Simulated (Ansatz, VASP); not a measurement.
# NiPt in VASP and in Ansatz

The input INCAR:

```
PREC = Accurate ; ENCUT = 520
EDIFF = 1E-6 ; ISMEAR = -1
SIGMA = 0.05 ; LREAL = F
LASPH = T ; NELM = 150
ALGO = Normal ; ISIF = 2
LWAVE = F ; LCHARG = F
ISPIN = 2 ; MAGMOM = 1.8 1.8 0 0
LORBIT = 11 ; LMAXMIX = 4
GGA = CA ; NBANDS = 32
```

The input KPOINTS:

```
Automatic mesh
0
Gamma
  10 5 8
```

File POSCAR:

```
NiPt
1.0
    2.7099400000      0.0000000000      0.0000000000
    0.0000000000      5.4198800000      0.0000000000
    0.0000000000      0.0000000000      3.5783200000
Ni Pt
2 2
Direct
    0.5000000000      0.2500000000      0.5000000000
    0.5000000000      0.7500000000      0.5000000000
    0.0000000000      0.0000000000      0.0000000000
    0.0000000000      0.5000000000      0.0000000000
```

Input for Ansatz:

```yaml
crystal:
  lattice:
    - [2.70994, 0.0, 0.0]
    - [0.0, 5.41988, 0.0]
    - [0.0, 0.0, 3.57832]
  atoms:
    - { symbol: Ni, position: [0.5, 0.25, 0.5], spin: 1.8 }
    - { symbol: Pt, position: [0.0, 0.0, 0.0] }
    - { symbol: Ni, position: [0.5, 0.75, 0.5], spin: 1.8 }
    - { symbol: Pt, position: [0.0, 0.5, 0.0] }
basis:
  ecutwfc: 450.0
kpoints:
  mp_grid:
    grid: [10, 5, 8]
hamiltonian:
  xc: lda
magnetization:
  spin_polarized: true
scf:
  occupations:
    method: fermi_dirac
    width: 0.05
output:
  eigenvalues: true
```

Alike in both runs: task single point; functional LDA; k mesh 10 × 5 × 8; occupations fermi-dirac, width 0.05 eV; collinear spin.

|  | VASP | Ansatz |
| --- | --- | --- |
| version | VASP 6.6.1 | Ansatz 0.2.0 |
| potentials or method | VASP PAW LDA potentials, release 64 (Ni, Pt), cutoff 520 eV | plane waves, PAW |
| valence electrons in the cell | 40 | 72 |

```csv
,VASP,Ansatz,Ansatz less VASP
gap on the k mesh at the Fermi level (eV),none,none,-
net moment per atom (μB),0.45,0.50,+0.057
size of the moment on the site where the two differ most (μB),0.60,0.69,+0.096
```

LDA's correlation is that of Perdew and Zunger in VASP and of Perdew and Wang (1992) in Ansatz. Site moments also hang on the region over which each program counts them. A gap of «none» marks a metal or a gap that the smearing closes. VASP's potentials hold 40 valence electrons a cell and Ansatz's 72, so a difference there can come from the potentials and not from the codes.

Neither program's run includes spin-orbit coupling.
